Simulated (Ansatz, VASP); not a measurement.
## ZrO2 in VASP and in Ansatz

File POSCAR:

```
ZrO2
1.0
    0.0000000000      2.5946226376      2.5946226376
    2.5946226376      0.0000000000      2.5946226376
    2.5946226376      2.5946226376      0.0000000000
Zr O
1 2
Direct
    0.0000000000      0.0000000000      0.0000000000
    0.2500000000      0.2500000000      0.2500000000
    0.7500000000      0.7500000000      0.7500000000
```

The input INCAR.step1:

```
PREC     = Accurate       # precision mode
ENCUT    = 660            # plane-wave cutoff, eV
ISMEAR   = 0              # smearing method
SIGMA    = 0.01           # smearing width, eV
LREAL    = False          # projectors in reciprocal space
LASPH    = True           # aspherical terms in the spheres
NELM     = 120            # most SCF steps
NBANDS   = 19             # bands
GGA      = PE             # functional
ALGO     = Normal         # electronic algorithm
EDIFF    = 1E-5           # SCF threshold, eV
LWAVE    = True           # write WAVECAR
LCHARG   = False          # write CHGCAR
GGA_COMPAT= False
```

INCAR.step2

```
PREC     = Accurate       # precision mode
ENCUT    = 660            # plane-wave cutoff, eV
EDIFF    = 1E-6           # SCF threshold, eV
ISMEAR   = 0              # smearing method
SIGMA    = 0.01           # smearing width, eV
LREAL    = False          # projectors in reciprocal space
LASPH    = True           # aspherical terms in the spheres
NELM     = 120            # most SCF steps
ALGO     = Normal         # electronic algorithm
ISIF     = 2              # what is computed and relaxed
LWAVE    = False          # write WAVECAR
LCHARG   = False          # write CHGCAR
METAGGA  = R2SCAN         # meta-GGA
LMIXTAU  = True         
NBANDS   = 19             # bands
ISTART   = 1            
GGA_COMPAT= False
```

KPOINTS

```
regular mesh
0
Gamma
  8 8 8
```

Input for Ansatz:

```yaml
crystal:
  lattice:
    - [0.0, 2.5946226376, 2.5946226376]
    - [2.5946226376, 0.0, 2.5946226376]
    - [2.5946226376, 2.5946226376, 0.0]
  atoms:
    - { symbol: Zr, position: [0.0, 0.0, 0.0] }
    - { symbol: O, position: [0.25, 0.25, 0.25] }
    - { symbol: O, position: [0.75, 0.75, 0.75] }
kpoints:
  mp_grid: { grid: [8, 8, 8] }
hamiltonian:
  xc: r2scan
scf:
  occupations: { method: fixed }
  n_extra_bands: 4
output:
  forces: true
  stress: true
  eigenvalues: true
```

Alike in both runs: task single point; functional r2SCAN; k mesh 8 × 8 × 8; no spin polarisation.

```csv
,VASP,Ansatz
version,VASP 6.6.1,Ansatz 0.2.0
potentials or method,"VASP PAW PBE potentials, release 64 (Zr_sv, O)","plane waves, PAW"
plane-wave cutoff (eV),660,500
occupations,"gaussian, width 0.01 eV",fixed
valence electrons in the cell,24,24
```

|  | VASP | Ansatz | Ansatz less VASP |
| --- | --- | --- | --- |
| gap on the k mesh at the Fermi level (eV) | 3.69 | 3.70 | +0.009 |
| pressure (GPa) | -13.3 | -13.3 | +0.04 |

VASP's potentials were made for PBE, not for r2SCAN.
